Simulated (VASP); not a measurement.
# TiAl3 (I4/mmm) in VASP: a series of runs

Runs on TiAl3. Level: PBE. Tasks: single point.

Program: VASP 6.6.1. These are calculated values, not measurements. Logs are shortened: lines on timing, memory, paths and dates and some standing lists are left out, and cuts for length are marked.

## 1. The cell of the first run

Symmetry: I4/mmm, No. 139, tetragonal system. The conventional cell has a = 3.784 Å, b = 3.784 Å, c = 8.561 Å, α = 90.00°, β = 90.00°, γ = 90.00°. Ti (site symmetry 4/mmm) has 12 Al at 2.68 to 2.86 Å within 3.5 Å. Within 3.5 Å of Al (site symmetry -4m2) lie 8 Al at 2.68 to 2.86 Å and 4 Ti at 2.86 Å. Al (site symmetry 4/mmm) has 4 Ti at 2.68 Å and 8 Al at 2.86 Å within 3.5 Å.

## 2. Single point, PBE

INCAR reads:

```
ALGO = Normal
EDIFF = 1E-7
ENCUT = 520
GGA = PE
ISIF = 2
ISMEAR = -1
LASPH = True
LCHARG = True
LELF = True
LREAL = False
LVHAR = True
LWAVE = False
NBANDS = 18
NELM = 100
PREC = Accurate
SIGMA = 0.05
```

KPOINTS reads:

```
k-points
0
Gamma
  8 8 8
```

POSCAR reads:

```
TiAl3
1.0
   -1.8919957036      1.8919957036      4.2806687947
    1.8919957036     -1.8919957036      4.2806687947
    1.8919957036      1.8919957036     -4.2806687947
Ti Al
1 3
Direct
    0.0000000000      0.0000000000      0.0000000000
    0.2500000000      0.7500000000      0.5000000000
    0.7500000000      0.2500000000      0.5000000000
    0.5000000000      0.5000000000      0.0000000000
```

Potentials or basis: VASP PAW PBE potentials, release 64 (Ti_sv, Al).

On the command line:

```console
$ cat potpaw_PBE.64/Ti_sv/POTCAR potpaw_PBE.64/Al/POTCAR > POTCAR
$ mpirun -np 1 vasp_std > vasp.out
```

OUTCAR:

```text
EDIFF = 1E-7
   ENCUT = 520
   GGA = PE
   ISIF = 2
   ISMEAR = -1
   LASPH = True
   LREAL = False
   NELM = 100
   PREC = Accurate

 ion  position               nearest neighbor table
   1  0.000  0.000  0.000-   4 2.68   4 2.68   4 2.68   4 2.68   3 2.86   3 2.86   2 2.86   2 2.86
                             3 2.86   2 2.86   3 2.86   2 2.86
   2  0.250  0.750  0.500-   3 2.68   3 2.68   3 2.68   3 2.68   1 2.86   1 2.86   4 2.86   4 2.86
                             4 2.86   1 2.86   4 2.86   1 2.86
   3  0.750  0.250  0.500-   2 2.68   2 2.68   2 2.68   2 2.68   4 2.86   4 2.86   1 2.86   1 2.86
                             4 2.86   1 2.86   4 2.86   1 2.86
   4  0.500  0.500  0.000-   1 2.68   1 2.68   1 2.68   1 2.68   2 2.86   2 2.86   3 2.86   3 2.86
                             3 2.86   2 2.86   3 2.86   2 2.86

  LATTYP: Found a body centered tetragonal cell.
 ALAT       =     3.7839914072
 C/A-ratio  =     2.2625150715

  Lattice vectors:

 A1 = (  -1.8919957036,   1.8919957036,   4.2806687947)
 A2 = (   1.8919957036,  -1.8919957036,   4.2806687947)
 A3 = (   1.8919957036,   1.8919957036,  -4.2806687947)

Analysis of symmetry for initial positions (statically):
=====================================================================
 Subroutine PRICEL returns:
 Original cell was already a primitive cell.

 Routine SETGRP: Setting up the symmetry group for a
 body centered tetragonal supercell.

 Subroutine GETGRP returns: Found 16 space group operations
 (whereof 16 operations were pure point group operations)
 out of a pool of 16 trial point group operations.

The static configuration has the point symmetry D_4h.

Analysis of symmetry for dynamics (positions and initial velocities):
=====================================================================
 Subroutine PRICEL returns:
 Original cell was already a primitive cell.

 Routine SETGRP: Setting up the symmetry group for a
 body centered tetragonal supercell.

 Subroutine GETGRP returns: Found 16 space group operations
 (whereof 16 operations were pure point group operations)
 out of a pool of 16 trial point group operations.

The dynamic configuration has the point symmetry D_4h.

 Subroutine INISYM returns: Found 16 space group operations
 (whereof 16 operations are pure point group operations),
 and found     1 'primitive' translations

----------------------------------------------------------------------------------------

                                     Primitive cell

  volume of cell :      61.2931

  direct lattice vectors                    reciprocal lattice vectors
    -1.891995704  1.891995704  4.280668795     0.000000000  0.264271213  0.116804178
     1.891995704 -1.891995704  4.280668795     0.264271213  0.000000000  0.116804178
     1.891995704  1.891995704 -4.280668795     0.264271213  0.264271213  0.000000000

  length of vectors
     5.048110618  5.048110618  5.048110618     0.288933366  0.288933366  0.373735934

  position of ions in fractional coordinates (direct lattice)
     0.000000000  0.000000000  0.000000000
     0.250000000  0.750000000  0.500000000
     0.750000000  0.250000000  0.500000000
     0.500000000  0.500000000  0.000000000

  ion indices of the primitive-cell ions
   primitive index   ion index
                 1           1
                 2           2
                 3           3
                 4           4

----------------------------------------------------------------------------------------

 KPOINTS: k-points

Automatic generation of k-mesh.
 Grid dimensions read from file:
 generate k-points for:    8    8    8

 Generating k-lattice:

  Cartesian coordinates                     Fractional coordinates (reciprocal lattice)
     0.000000000  0.033033902  0.014600522     0.125000000 -0.000000000  0.000000000
     0.033033902  0.000000000  0.014600522    -0.000000000  0.125000000  0.000000000
     0.033033902  0.033033902  0.000000000     0.000000000  0.000000000  0.125000000

  Length of vectors
     0.036116671  0.036116671  0.046716992

  Shift w.r.t. Gamma in fractional coordinates (k-lattice)
     0.000000000  0.000000000  0.000000000

 Subroutine IBZKPT returns following result:
 ===========================================

 Found     59 irreducible k-points:

 Following reciprocal coordinates:
            Coordinates               Weight
  0.000000  0.000000  0.000000      1.000000
  0.125000  0.000000 -0.000000      8.000000
  0.250000  0.000000 -0.000000      8.000000
  0.375000  0.000000  0.000000      8.000000
  0.500000  0.000000 -0.000000      4.000000
  0.125000  0.125000 -0.000000      8.000000
[... 16 lines left out ...]
  0.250000  0.125000  0.125000     16.000000
  0.375000  0.125000  0.125000      8.000000
 [... further k-points ...]
   k-points           NKPTS =     59   k-points in BZ     NKDIM =     59   number of bands    NBANDS=     18
   number of dos      NEDOS =    301   number of ions     NIONS =      4
   total plane-waves  NPLWV =  64000
   dimension x,y,z NGX =    40 NGY =   40 NGZ =   40
   dimension x,y,z NGXF=    80 NGYF=   80 NGZF=   80
   ions per type =               1   3
   NGX,Y,Z   is equivalent  to a cutoff of  13.17, 13.17, 13.17 a.u.
   NGXF,Y,Z  is equivalent  to a cutoff of  26.35, 26.35, 26.35 a.u.
 SYSTEM =  unknown system
   PREC   = accura    normal or accurate (medium, high low for compatibility)
   ISTART =      0    job   : 0-new  1-cont  2-samecut
   ICHARG =      2    charge: 1-file 2-atom 10-const
   ISPIN  =      1    spin polarized calculation?
   LNONCOLLINEAR =      F non collinear calculations
   LSORBIT =      F    spin-orbit coupling
   LASPH  =      T    aspherical Exc in radial PAW
   ENCUT  =  520.0 eV  38.22 Ry    6.18 a.u.   9.39  9.39  9.39*2*pi/ulx,y,z
   NELM   =    100;   NELMIN=  2; NELMDL= -5     # of ELM steps
   EDIFF  = 0.1E-06   stopping-criterion for ELM
   LREAL  =      F    real-space projection
   EDIFFG = 0.1E-05   stopping-criterion for IOM
   NSW    =      0    number of steps for IOM
   IBRION =     -1    ionic relax: 0-MD 1-quasi-New 2-CG
   NFREE  =      0    steps in history (QN), initial steepest desc. (CG)
   ISIF   =      2    stress and relaxation
   ISYM   =      2    0-nonsym 1-usesym 2-fastsym
   POTIM  = 0.5000    time-step for ionic-motion
   TEBEG  =    0.0;   TEEND  =   0.0 temperature during run
   PSTRESS=    0.0 pullay stress
   NELECT =      21.0000    total number of electrons
   NUPDOWN=      -1.0000    fix difference up-down
   EMIN   =  10.00;   EMAX   =-10.00  energy-range for DOS
   EFERMI =   0.00;   METHOD = LEGACY
   ISMEAR =    -1;   SIGMA  =   0.05  broadening in eV -4-tet -1-fermi 0-gaus
   EFERMI_NEDOS =   21; number of points for ismear=-14 and -15
   IALGO  =     38    algorithm
   IMIX   =      4    mixing-type and parameters
     AMIX     =   0.40;   BMIX     =  1.00
     AMIX_MAG =   1.60;   BMIX_MAG =  1.00
  volume/ion in A,a.u.               =      15.32       103.41
  Fermi-wavevector in a.u.,A,eV,Ry     =   1.145541  2.164759 17.854437  1.312264
  Thomas-Fermi vector in A             =   2.282229
   LORBIT       =      0    0 simple, 1 ext, 2 COOP (PROOUT), +10 PAW based schemes
   GGA     = PE    functional components
   LHFCALC =     F    Hartree Fock is set to
   AEXX    =    0.0000 exact exchange contribution
   IVDW    =     0    specifies the selected vdW correction
   LEPSILON=     F    determine dielectric tensor
   LRPA    =     F    only Hartree local field effects (RPA)
 non-spin polarized calculation
  energy-cutoff  :      520.00
  volume of cell :       61.29
 maximum number of plane-waves:      1666
 NGX is ok and might be reduce to    40
   NGX = 19   NGY = 19   NGZ = 19

 number of electron      21.0000001 magnetization

 Free energy of the ion-electron system (eV)
  ---------------------------------------------------
  ext. energy  EPLUGINS =         0.00000000
  ---------------------------------------------------
  free energy    TOTEN  =       -20.63593954 eV

  energy without entropy =      -20.62516437  energy(sigma->0) =      -20.63055195

 E-fermi :   8.5674     XC(G=0): -10.8751

 val. band max:        8.5515385932   @ k =  -0.3750   0.5000   0.2500
 cond. band min:       8.5930302593   @ k =  -0.3750   0.3750   0.3750
 fundamental gap:      0.0414916661
 Fermi energy:         8.5674060120

 k-point     1 :       0.0000    0.0000    0.0000
  band No.  band energies     occupation
      1     -47.8188      2.00000
      2     -24.1399      2.00000
      3     -24.1399      2.00000
      4     -24.0643      2.00000
      5      -1.6668      2.00000
      6       5.6073      2.00000
[... 10 lines left out ...]
     17      12.4726      0.00000
     18      12.4726      0.00000

 k-point     2 :       0.1250    0.0000   -0.0000
  band No.  band energies     occupation
      1     -47.8186      2.00000
      2     -24.1446      2.00000
      3     -24.1396      2.00000
      4     -24.0640      2.00000
      5      -1.4679      2.00000
      6       5.0072      2.00000
[... 10 lines left out ...]
     17      12.5524      0.00000
     18      13.4886      0.00000

 k-point     3 :       0.2500    0.0000   -0.0000
  band No.  band energies     occupation
      1     -47.8180      2.00000
      2     -24.1559      2.00000
      3     -24.1389      2.00000
      4     -24.0635      2.00000
      5      -0.8809      2.00000
      6       4.2076      2.00000
[... 10 lines left out ...]
     17      13.1452      0.00000
     18      14.4036      0.00000

 k-point     4 :       0.3750    0.0000    0.0000
  band No.  band energies     occupation
      1     -47.8175      2.00000
      2     -24.1672      2.00000
      3     -24.1381      2.00000
      4     -24.0629      2.00000
      5       0.0640      2.00000
      6       2.8245      2.00000
[... 375 lines left out ...]
      4     -24.0621      2.00000
      5      -0.2442      2.00000
      6       4.6016      2.00000
[... 10 lines left out ...]
     17      12.5599      0.00000
     18      15.7229      0.00000

 k-point    23 :       0.2500    0.1250    0.1250
  band No.  band energies     occupation
      1     -47.8168      2.00000
      2     -24.1651      2.00000
      3     -24.1531      2.00000
      4     -24.0614      2.00000
      5       0.6671      2.00000
      6       3.3699      2.00000
[... 10 lines left out ...]
     17      13.2671      0.00000
     18      14.8428      0.00000

 k-point    24 :       0.3750    0.1250    0.1250
  band No.  band energies     occupation
      1     -47.8166      2.00000
      2     -24.1696      2.00000
      3     -24.1526      2.00000
      4     -24.0611      2.00000
      5       1.6724      2.00000
      6       2.1523      2.00000
[... 10 lines left out ...]
     17      13.7186      0.00000
     18      14.2564      0.00000

 [... further k-points ...]
[... 5 lines left out ...]
  --------------------------------------------------------------------------------------
  -------------------------------------------------------------------------------------
  Total        2.0086962      2.0086962      1.1437762      0.0000000     -0.0000000      0.0000000
  in kB       52.5064834     52.5064834     29.8978343      0.0000000     -0.0000000      0.0000000
  external PRESSURE =      44.9702670 kB  Pullay stress =       0.0000000 kB

 VOLUME and BASIS-vectors are now :
 -----------------------------------------------------------------------------
  energy-cutoff  :      520.00
  volume of cell :       61.29
      direct lattice vectors                 reciprocal lattice vectors
    -1.891995704  1.891995704  4.280668795     0.000000000  0.264271213  0.116804178
     1.891995704 -1.891995704  4.280668795     0.264271213  0.000000000  0.116804178
     1.891995704  1.891995704 -4.280668795     0.264271213  0.264271213  0.000000000

 POSITION                                       TOTAL-FORCE (eV/Angst)
 -----------------------------------------------------------------------------------
      0.00000      0.00000      0.00000         0.000000     -0.000000      0.000000
      1.89200      0.00000      2.14033        -0.000000      0.000000     -0.000000
      0.00000      1.89200      2.14033         0.000000     -0.000000     -0.000000
      0.00000      0.00000      4.28067         0.000000     -0.000000      0.000000
 -----------------------------------------------------------------------------------
    total drift:                               -0.000000     -0.000000     -0.000000

  FREE ENERGIE OF THE ION-ELECTRON SYSTEM (eV)
  ---------------------------------------------------
  free  energy   TOTEN  =       -20.6359395355 eV

  energy  without entropy=      -20.6251643677  energy(sigma->0) =      -20.63055195
```

It took 3.4 min on 1 thread of Intel Xeon 8259CL, shared host; peak memory 0.27 GiB.

What came out:

```yaml
Free_energy: -20.6359 eV
Pressure: 4.5 GPa
Band_gap_on_the_k_mesh: zero (an odd number of electrons rules out a gap without spin polarisation)
```

Stress tensor (GPa, compression positive):
```
5.25 0.00 0.00
0.00 5.25 0.00
0.00 0.00 2.99
```

Levels at points of the mesh, in eV from the Fermi level:
```
           k point  band 7  band 8  band 9  band 10  band 11  band 12  band 13  band 14  band 15  band 16
(0.00, 0.00, 0.00)   -2.74   -1.44   -1.22    -1.22     0.87     1.84     1.84     2.25     2.66     3.87
(0.50, 0.00, 0.00)   -3.69   -3.00   -1.05    -0.30     0.54     1.90     2.17     2.79     3.27     4.60
(0.50, 0.50, 0.00)   -4.40   -3.83   -2.71    -2.24    -1.04     1.86     2.04     2.68     2.90     3.24
(0.50, 0.50, 0.50)   -2.00   -0.87   -0.87    -0.25     0.73     0.73     0.98     3.10     4.97     6.16
```

Caveat: the cell stands under pressure.

(Continued in part 2 of 2.)

The gap in the log of VASP goes by the Fermi energy; the results here count the filled bands.